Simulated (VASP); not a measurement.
A run of VASP 6.6.1 is set up as follows.

File INCAR:

```
SYSTEM = NaI
  PREC = Accurate
  ENCUT = 500
  EDIFF = 1E-6
  ISMEAR = 0
  SIGMA = 0.05
  LREAL = .FALSE.
  LASPH = .TRUE.
  NELM = 120
  ALGO = Normal
  ISIF = 2
  LWAVE = .FALSE.
  LCHARG = .TRUE.
  GGA = PE
  LELF = .TRUE.
  LVHAR = .TRUE.
  NBANDS = 14
  GGA_COMPAT = .FALSE.
```

File KPOINTS:

```
regular mesh
0
G
  6 6 6
  0 0 0
```

File POSCAR:

```
NaI
1.0
    0.0000000000      3.2364000000      3.2364000000
    3.2364000000      0.0000000000      3.2364000000
    3.2364000000      3.2364000000      0.0000000000
Na I
1 1
Direct
    0.0231738969     -0.0231738969     -0.0231738969
    0.5000000000      0.5000000000      0.5000000000
```

Potentials or basis: VASP PAW PBE potentials, release 64 (Na_pv, I).

Command:

```bash
$ cat potpaw_PBE.64/Na_pv/POTCAR potpaw_PBE.64/I/POTCAR > POTCAR
$ mpirun -np 1 vasp_std > vasp.out
```

Question: Estimate the pressure.

Answer: 0.6 GPa.

Question: Estimate the largest force.

Answer: 0.146 eV/Å.

Stress tensor (GPa, compression positive):
```
0.84 0.00 0.00
0.00 0.41 0.00
0.00 0.00 0.41
```

Caveat: the cell differs from its parent crystal (atom 1 (Na) moved by (-0.150, +0.000) A along x and y).
